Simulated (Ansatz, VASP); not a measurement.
Two plane-wave programs on Ti2Ge

```
Ti Ge
1.0
     0.00000    3.75479    3.75479
     3.75479    0.00000    3.75479
     3.75479    3.75479    0.00000
Ti Ge
4 2
Direct
  0.39895 0.39895 0.39895
  0.39895 0.39895 0.80315
  0.39895 0.80315 0.39895
  0.80315 0.39895 0.39895
  0.25000 0.25000 0.25000
  0.00000 0.00000 0.00000
```

Alike in both runs: task relaxation of cell and atoms; functional PBE; k mesh 4 × 4 × 4; occupations gaussian, width 0.1 eV; no spin polarisation.

```csv
,VASP,Ansatz
version,VASP 6.6.1,Ansatz 0.2.0
potentials or method,"VASP PAW PBE potentials, release 64 (Ti_sv, Ge_d), cutoff 600 eV","scalar-relativistic, plane waves, PAW"
valence electrons in the cell,76,76
```

VASP gave:

```
gap on the k mesh at the Fermi level, each at its own relaxed structure (eV) : none
relaxed volume (Å³/atom)                                                     : 32.10
relaxed length of the cell vector where the two differ most in proportion (Å)              : 6.482
```

Question: Estimate Ansatz's values.

Answer: gap on the k mesh at the Fermi level, each at its own relaxed structure (eV): none; relaxed volume (Å³/atom): 32.42; relaxed length of the cell vector where the two differ most in proportion (Å): 6.503.

A gap of «none» marks a metal or a gap that the smearing closes.

The k mesh is coarse, so the values compare programs but aren't converged. Noted on VASP's run: the volume moved by over 15 % at a fixed basis, so the end points are rough.
